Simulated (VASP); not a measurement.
# ZrS2 (P-3m1) in VASP: further runs

ZrS2 is run at these levels: LDA; tasks: single point.

Program: VASP 6.6.1. These are calculated values, not measurements. Logs are shortened: lines on timing, memory, paths and dates and some standing lists are left out, and cuts for length are marked.

### 1 The cell of the first run

Symmetry: P-3m1, No. 164, trigonal system. Conventional cell: a = 3.691 Å, b = 3.691 Å, c = 6.041 Å, α = 90.00°, β = 90.00°, γ = 120.00°. Zr (site symmetry -3m) has 6 S at 2.57 Å within 3.4 Å. Within 3.4 Å of S (site symmetry 3m) lie 3 Zr at 2.57 Å.

### 2 Single point, LDA

The input, INCAR:

```
SYSTEM = ZrS2
  ALGO = Normal
  EDIFF = 1E-6
  ENCUT = 500
  GGA_COMPAT = .FALSE.
  ISIF = 2
  ISMEAR = 0
  LASPH = .TRUE.
  LCHARG = .FALSE.
  LREAL = .FALSE.
  LWAVE = .FALSE.
  NBANDS = 19
  NELM = 120
  PREC = Accurate
  SIGMA = 0.01
```

The input, KPOINTS:

```
k-points
0
G
  6 6 4
  0 0 0
```

The input, POSCAR:

```
ZrS2
1.0
    3.6913830000      0.0000000000      0.0000000000
   -1.8456910000      3.1968310000      0.0000000000
    0.0000000000      0.0000000000      6.0410770000
Zr S
1 2
Direct
    0.0000000000      0.0000000000      0.0000000000
    0.6666666667      0.3333333333      0.7620900000
    0.3333333333      0.6666666667      0.2379100000
```

Potentials or basis: VASP PAW LDA potentials, release 64 (Zr_sv, S).

Started as:

```sh
$ cat potpaw_LDA.64/Zr_sv/POTCAR potpaw_LDA.64/S/POTCAR > POTCAR
$ mpirun -np 1 vasp_std > vasp.out
```

OUTCAR:

```text
SYSTEM = ZrS2
   EDIFF = 1E-6
   ENCUT = 500
   ISIF = 2
   ISMEAR = 0
   LASPH = .TRUE.
   LREAL = .FALSE.
   NELM = 120
   PREC = Accurate

 ion  position               nearest neighbor table
   1  0.000  0.000  0.000-   3 2.57   2 2.57   3 2.57   2 2.57   2 2.57   3 2.57
   2  0.667  0.333  0.762-   1 2.57   1 2.57   1 2.57
   3  0.333  0.667  0.238-   1 2.57   1 2.57   1 2.57

  LATTYP: Found a hexagonal cell.
 ALAT       =     3.6913830000
 C/A-ratio  =     1.6365348705

  Lattice vectors:

 A1 = (   3.6913830000,   0.0000000000,   0.0000000000)
 A2 = (  -1.8456910000,   3.1968310000,   0.0000000000)
 A3 = (   0.0000000000,   0.0000000000,   6.0410770000)

Analysis of symmetry for initial positions (statically):
=====================================================================
 Subroutine PRICEL returns:
 Original cell was already a primitive cell.

 Routine SETGRP: Setting up the symmetry group for a
 hexagonal supercell.

 Subroutine GETGRP returns: Found 12 space group operations
 (whereof 12 operations were pure point group operations)
 out of a pool of 24 trial point group operations.

The static configuration has the point symmetry D_3d.

Analysis of symmetry for dynamics (positions and initial velocities):
=====================================================================
 Subroutine PRICEL returns:
 Original cell was already a primitive cell.

 Routine SETGRP: Setting up the symmetry group for a
 hexagonal supercell.

 Subroutine GETGRP returns: Found 12 space group operations
 (whereof 12 operations were pure point group operations)
 out of a pool of 24 trial point group operations.

The dynamic configuration has the point symmetry D_3d.

 Subroutine INISYM returns: Found 12 space group operations
 (whereof 12 operations are pure point group operations),
 and found     1 'primitive' translations

----------------------------------------------------------------------------------------

                                     Primitive cell

  volume of cell :      71.2891

  direct lattice vectors                    reciprocal lattice vectors
     3.691383000  0.000000000  0.000000000     0.270901177  0.156404847  0.000000000
    -1.845691000  3.196831000  0.000000000     0.000000000  0.312809779  0.000000000
     0.000000000  0.000000000  6.041077000     0.000000000  0.000000000  0.165533397

  length of vectors
     3.691383000  3.691382358  6.041077000     0.312809725  0.312809779  0.165533397

  position of ions in fractional coordinates (direct lattice)
     0.000000000  0.000000000  0.000000000
     0.666666667  0.333333333  0.762090000
     0.333333333  0.666666667  0.237910000

  ion indices of the primitive-cell ions
   primitive index   ion index
                 1           1
                 2           2
                 3           3

----------------------------------------------------------------------------------------

 KPOINTS: k-points

Automatic generation of k-mesh.
 Grid dimensions read from file:
 generate k-points for:    6    6    4

 Generating k-lattice:

  Cartesian coordinates                     Fractional coordinates (reciprocal lattice)
     0.045150196  0.026067475  0.000000000     0.166666667  0.000000000  0.000000000
     0.000000000  0.052134963  0.000000000     0.000000000  0.166666667  0.000000000
     0.000000000  0.000000000  0.041383349     0.000000000  0.000000000  0.250000000

  Length of vectors
     0.052134954  0.052134963  0.041383349

  Shift w.r.t. Gamma in fractional coordinates (k-lattice)
     0.000000000  0.000000000  0.000000000

 Subroutine IBZKPT returns following result:
 ===========================================

 Found     24 irreducible k-points:

 Following reciprocal coordinates:
            Coordinates               Weight
  0.000000  0.000000  0.000000      1.000000
  0.166667 -0.000000  0.000000      6.000000
  0.333333 -0.000000  0.000000      6.000000
  0.500000  0.000000  0.000000      3.000000
  0.166667  0.166667  0.000000      6.000000
  0.333333  0.166667  0.000000     12.000000
[... 16 lines left out ...]
  0.333333  0.166667  0.500000     12.000000
  0.333333  0.333333  0.500000      2.000000
   k-points           NKPTS =     24   k-points in BZ     NKDIM =     24   number of bands    NBANDS=     19
   number of dos      NEDOS =    301   number of ions     NIONS =      3
   total plane-waves  NPLWV =  37632
   dimension x,y,z NGX =    28 NGY =   28 NGZ =   48
   dimension x,y,z NGXF=    56 NGYF=   56 NGZF=   96
   ions per type =               1   2
   NGX,Y,Z   is equivalent  to a cutoff of  12.61, 12.61, 13.21 a.u.
   NGXF,Y,Z  is equivalent  to a cutoff of  25.22, 25.22, 26.42 a.u.
 SYSTEM =  ZrS2
   PREC   = accura    normal or accurate (medium, high low for compatibility)
   ISTART =      0    job   : 0-new  1-cont  2-samecut
   ICHARG =      2    charge: 1-file 2-atom 10-const
   ISPIN  =      1    spin polarized calculation?
   LNONCOLLINEAR =      F non collinear calculations
   LSORBIT =      F    spin-orbit coupling
   LASPH  =      T    aspherical Exc in radial PAW
   ENCUT  =  500.0 eV  36.75 Ry    6.06 a.u.   6.73  6.73 11.01*2*pi/ulx,y,z
   NELM   =    120;   NELMIN=  2; NELMDL= -5     # of ELM steps
   EDIFF  = 0.1E-05   stopping-criterion for ELM
   LREAL  =      F    real-space projection
   EDIFFG = 0.1E-04   stopping-criterion for IOM
   NSW    =      0    number of steps for IOM
   IBRION =     -1    ionic relax: 0-MD 1-quasi-New 2-CG
   NFREE  =      0    steps in history (QN), initial steepest desc. (CG)
   ISIF   =      2    stress and relaxation
   ISYM   =      2    0-nonsym 1-usesym 2-fastsym
   POTIM  = 0.5000    time-step for ionic-motion
   TEBEG  =    0.0;   TEEND  =   0.0 temperature during run
   PSTRESS=    0.0 pullay stress
   NELECT =      24.0000    total number of electrons
   NUPDOWN=      -1.0000    fix difference up-down
   EMIN   =  10.00;   EMAX   =-10.00  energy-range for DOS
   EFERMI =   0.00;   METHOD = LEGACY
   ISMEAR =     0;   SIGMA  =   0.01  broadening in eV -4-tet -1-fermi 0-gaus
   EFERMI_NEDOS =   21; number of points for ismear=-14 and -15
   IALGO  =     38    algorithm
   IMIX   =      4    mixing-type and parameters
     AMIX     =   0.40;   BMIX     =  1.00
     AMIX_MAG =   1.60;   BMIX_MAG =  1.00
  volume/ion in A,a.u.               =      23.76       160.36
  Fermi-wavevector in a.u.,A,eV,Ry     =   1.138861  2.152136 17.646827  1.297005
  Thomas-Fermi vector in A             =   2.275565
   LORBIT       =      0    0 simple, 1 ext, 2 COOP (PROOUT), +10 PAW based schemes
   GGA     = CA    functional components
   LHFCALC =     F    Hartree Fock is set to
   AEXX    =    0.0000 exact exchange contribution
   IVDW    =     0    specifies the selected vdW correction
   LEPSILON=     F    determine dielectric tensor
   LRPA    =     F    only Hartree local field effects (RPA)
 non-spin polarized calculation
 Gauss-broadening in eV      SIGMA  =   0.01
  energy-cutoff  :      500.00
  volume of cell :       71.29
 maximum number of plane-waves:      1834
 NGX is ok and might be reduce to    28
   NGX = 13   NGY = 13   NGZ = 23

 number of electron      23.9999999 magnetization

 Free energy of the ion-electron system (eV)
  ---------------------------------------------------
  ext. energy  EPLUGINS =         0.00000000
  ---------------------------------------------------
  free energy    TOTEN  =       -23.30533035 eV

  energy without entropy =      -23.30533035  energy(sigma->0) =      -23.30533035

 E-fermi :   3.9897     XC(G=0):  -9.6902

 val. band max:        3.9187442904   @ k =   0.1667  -0.0000   0.0000
 cond. band min:       4.8674705905   @ k =   0.5000   0.0000   0.5000
 fundamental gap:      0.9487263001
 Fermi energy:         3.9897094144

 k-point     1 :       0.0000    0.0000    0.0000
  band No.  band energies     occupation
      1     -44.7403      2.00000
      2     -22.9559      2.00000
      3     -22.8098      2.00000
      4     -22.8098      2.00000
      5      -8.5622      2.00000
      6      -7.1384      2.00000
[... 11 lines left out ...]
     18       9.4239      0.00000
     19       9.6932      0.00000

 k-point     2 :       0.1667   -0.0000    0.0000
  band No.  band energies     occupation
      1     -44.7358      2.00000
      2     -22.9424      2.00000
      3     -22.8742      2.00000
      4     -22.8236      2.00000
      5      -8.2912      2.00000
      6      -7.2047      2.00000
[... 11 lines left out ...]
     18      10.5250      0.00000
     19      11.2621      0.00000

 k-point     3 :       0.3333   -0.0000    0.0000
  band No.  band energies     occupation
      1     -44.7267      2.00000
      2     -23.0010      2.00000
      3     -22.9140      2.00000
      4     -22.8512      2.00000
      5      -7.7366      2.00000
      6      -7.2855      2.00000
[... 11 lines left out ...]
     18      11.2575      0.00000
     19      11.9926      0.00000

 k-point     4 :       0.5000    0.0000    0.0000
  band No.  band energies     occupation
      1     -44.7222      2.00000
      2     -23.0625      2.00000
      3     -22.9002      2.00000
      4     -22.8649      2.00000
      5      -7.5866      2.00000
      6      -7.1489      2.00000
[... 407 lines left out ...]
     18      12.2478      0.00000
     19      12.3155      0.00000

 k-point    23 :       0.3333    0.1667    0.5000
  band No.  band energies     occupation
      1     -44.7222      2.00000
      2     -23.0294      2.00000
      3     -22.9034      2.00000
      4     -22.8963      2.00000
      5      -7.5241      2.00000
      6      -7.2115      2.00000
[... 11 lines left out ...]
     18      10.9745      0.00000
     19      11.6971      0.00000

 k-point    24 :       0.3333    0.3333    0.5000
  band No.  band energies     occupation
      1     -44.7199      2.00000
      2     -22.9834      2.00000
      3     -22.9834      2.00000
      4     -22.8942      2.00000
      5      -7.2993      2.00000
      6      -7.2993      2.00000
[... 11 lines left out ...]
     18      11.9272      0.00000
     19      12.4188      0.00000

------------------------ aborting loop because EDIFF is reached ----------------------------------------

  FORCE on cell =-STRESS in cart. coord.  units (eV):
  Direction    XX          YY          ZZ          XY          YZ          ZX
  --------------------------------------------------------------------------------------
  -------------------------------------------------------------------------------------
  Total       -2.2159724     -2.2159718     -1.5099672     -0.0000003      0.0000000      0.0000000
  in kB      -49.8025727    -49.8025586    -33.9355541     -0.0000078      0.0000000      0.0000000
  external PRESSURE =     -44.5135618 kB  Pullay stress =       0.0000000 kB

 VOLUME and BASIS-vectors are now :
 -----------------------------------------------------------------------------
  energy-cutoff  :      500.00
  volume of cell :       71.29
      direct lattice vectors                 reciprocal lattice vectors
     3.691383000  0.000000000  0.000000000     0.270901177  0.156404847  0.000000000
    -1.845691000  3.196831000  0.000000000     0.000000000  0.312809779  0.000000000
     0.000000000  0.000000000  6.041077000     0.000000000  0.000000000  0.165533397

 POSITION                                       TOTAL-FORCE (eV/Angst)
 -----------------------------------------------------------------------------------
      0.00000      0.00000      0.00000        -0.000000      0.000000      0.000000
      1.84569      1.06561      4.60384        -0.000000     -0.000000      0.289169
      0.00000      2.13122      1.43723         0.000000      0.000000     -0.289169
 -----------------------------------------------------------------------------------
    total drift:                                0.000000      0.000000     -0.000000

  FREE ENERGIE OF THE ION-ELECTRON SYSTEM (eV)
  ---------------------------------------------------
  free  energy   TOTEN  =       -23.3053303451 eV

  energy  without entropy=      -23.3053303451  energy(sigma->0) =      -23.30533035
```

Wall time 40 s (1 thread of AMD EPYC 7R43 (Zen 3), shared host); peak memory 0.14 GiB.

Results:

```yaml
Free_energy: -23.3053 eV
Pressure: -4.5 GPa
Largest_force: 0.289 eV/Å
Band_gap_on_the_k_mesh: 0.95 eV (least direct gap 1.53 eV)
```

Forces on the atoms (eV/Å):
```
Zr   0.000  0.000  0.000
S    0.000  0.000  0.289
S    0.000  0.000 -0.289
```

Caveat: the cell stands under tension. A k mesh can miss the band edges.

### 3 Single point, LDA

This run uses another cell than the first one, of 24.71 Å³/atom.

The input, INCAR:

```
  PREC = Accurate
  ENCUT = 500
  EDIFF = 1E-6
  ISMEAR = 0
  SIGMA = 0.01
  LREAL = False
  LASPH = True
  NELM = 120
  ALGO = Normal
  ISIF = 2
  LWAVE = False
  LCHARG = False
  GGA = CA
  NBANDS = 19
  GGA_COMPAT = False
```

The input, KPOINTS:

```
regular mesh
0
Gamma
  6 6 4
```

The input, POSCAR:

```
ZrS2
1.0
    3.7399593996      0.0000000000      0.0000000000
   -1.8699791932      3.2388993901      0.0000000000
    0.0000000000      0.0000000000      6.1205739718
Zr S
1 2
Direct
    0.0000000000      0.0000000000      0.0000000000
    0.6666666667      0.3333333333      0.7620900000
    0.3333333333      0.6666666667      0.2379100000
```

Potentials or basis: VASP PAW LDA potentials, release 64 (Zr_sv, S).

Started as:

```sh
$ cat potpaw_LDA.64/Zr_sv/POTCAR potpaw_LDA.64/S/POTCAR > POTCAR
$ mpirun -np 1 vasp_std > vasp.out
```

Run time: 44 s. Hardware: 1 thread of AMD EPYC 7R43 (Zen 3), shared host; peak memory 0.13 GiB.

The run converged. Its results:

- Free energy: -23.2004 eV
- Pressure: -7.4 GPa
- Largest force: 0.702 eV/Å
- Band gap on the k mesh: 0.96 eV (least direct gap 1.50 eV)

Forces in eV/Å, atoms in the order of the input:
```
Zr   0.000  0.000  0.000
S    0.000  0.000  0.702
S    0.000  0.000 -0.702
```

Stress tensor (GPa, compression positive):
```
-8.07  0.00  0.00
 0.00 -8.07  0.00
 0.00  0.00 -5.93
```

Levels at points of the mesh, in eV from the valence-band top:
| k point | band 8 | band 9 | band 10 | band 11 | band 12 | band 13 | band 14 | band 15 | band 16 | band 17 |
| --- | --- | --- | --- | --- | --- | --- | --- | --- | --- | --- |
| (0.00, 0.00, 0.00) | -2.62 | -2.62 | -0.05 | -0.05 | 0.00 | 1.50 | 1.50 | 2.28 | 4.84 | 4.84 |
| (0.50, 0.00, 0.00) | -2.47 | -2.31 | -2.24 | -1.57 | -1.10 | 1.11 | 3.05 | 3.28 | 5.46 | 5.66 |
| (0.00, 0.00, 0.50) | -2.59 | -2.59 | -1.51 | -0.14 | -0.14 | 1.47 | 1.47 | 2.55 | 5.11 | 5.11 |
| (0.50, 0.00, 0.50) | -2.95 | -2.42 | -2.09 | -0.92 | -0.74 | 0.96 | 3.04 | 3.28 | 5.10 | 5.71 |

Caveat: the cell stands under tension. A k mesh can miss the band edges.

### 4 Single point, LDA

This run uses another cell than the first one, of 25.66 Å³/atom.

The input, INCAR:

```
SYSTEM = ZrS2
ALGO = Normal ; EDIFF = 1E-6
ENCUT = 500 ; GGA_COMPAT = .FALSE.
ISIF = 2 ; ISMEAR = 0
LASPH = .TRUE. ; LCHARG = .FALSE.
LREAL = .FALSE. ; LWAVE = .FALSE.
NBANDS = 19 ; NELM = 120
PREC = Accurate ; SIGMA = 0.01
```

The input, KPOINTS:

```
k-points
0
G
  6 6 4
  0 0 0
```

The input, POSCAR:

```
ZrS2
1.0
    3.7873056840      0.0000000000      0.0000000000
   -1.8936523290      3.2799024694      0.0000000000
    0.0000000000      0.0000000000      6.1980578172
Zr S
1 2
Direct
    0.0000000000      0.0000000000      0.0000000000
    0.6666666667      0.3333333333      0.7620900000
    0.3333333333      0.6666666667      0.2379100000
```

Started as:

```sh
$ cat potpaw_LDA.64/Zr_sv/POTCAR potpaw_LDA.64/S/POTCAR > POTCAR
$ mpirun -np 1 vasp_std > vasp.out
```

Wall time 49 s (1 thread of AMD EPYC 7R43 (Zen 3), shared host); peak memory 0.13 GiB.

The run converged. Its results:

* Free energy: -23.0488 eV
* Pressure: -9.7 GPa
* Largest force: 1.057 eV/Å
* Band gap on the k mesh: 0.97 eV (least direct gap 1.47 eV)

Forces on the atoms (eV/Å):
```
Zr   0.000  0.000  0.000
S    0.000  0.000  1.057
S    0.000  0.000 -1.057
```

Stress tensor (GPa, compression positive):
```
-10.56   0.00   0.00
  0.00 -10.56   0.00
  0.00   0.00  -7.98
```

Levels at points of the mesh, in eV from the valence-band top:
| k point | band 10 | band 11 | band 12 | band 13 | band 14 | band 15 |
| --- | --- | --- | --- | --- | --- | --- |
| (0.00, 0.00, 0.00) | -0.07 | -0.07 | 0.00 | 1.47 | 1.47 | 2.20 |
| (0.50, 0.00, 0.00) | -2.14 | -1.51 | -1.08 | 1.09 | 2.91 | 3.13 |
| (0.00, 0.00, 0.50) | -1.42 | -0.16 | -0.16 | 1.45 | 1.45 | 2.42 |
| (0.50, 0.00, 0.50) | -2.01 | -0.91 | -0.73 | 0.97 | 2.91 | 3.12 |

Caveat: the cell stands under tension; forces of over 1 eV/Å act on the atoms, so gaps and moduli don't describe the material at rest. A k mesh can miss the band edges.

### 5 Overview

```csv
cell,gap on the mesh (eV),pressure (GPa),largest force (eV/Å)
"a = 3.691, b = 3.691, c = 6.041 Å, angles 90.0, 90.0, 120.0°, 3 atoms",0.95,-4.5,0.29
"a = 3.740, b = 3.740, c = 6.121 Å, angles 90.0, 90.0, 120.0°, 3 atoms",0.96,-7.4,0.70
"a = 3.787, b = 3.787, c = 6.198 Å, angles 90.0, 90.0, 120.0°, 3 atoms",0.97,-9.7,1.06
```

Alike in all rows: task single point; level LDA; potentials or basis VASP PAW LDA potentials, release 64 (Zr_sv, S); no spin polarisation; k mesh 6 × 6 × 4; cutoff (eV) 500; smearing gaussian 0.01 eV.

Caveats: the cell stands under tension; forces of over 1 eV/Å act on the atoms, so gaps and moduli don't describe the material at rest (at least some runs).

Absolute energies hang on the potentials; compare differences alone.
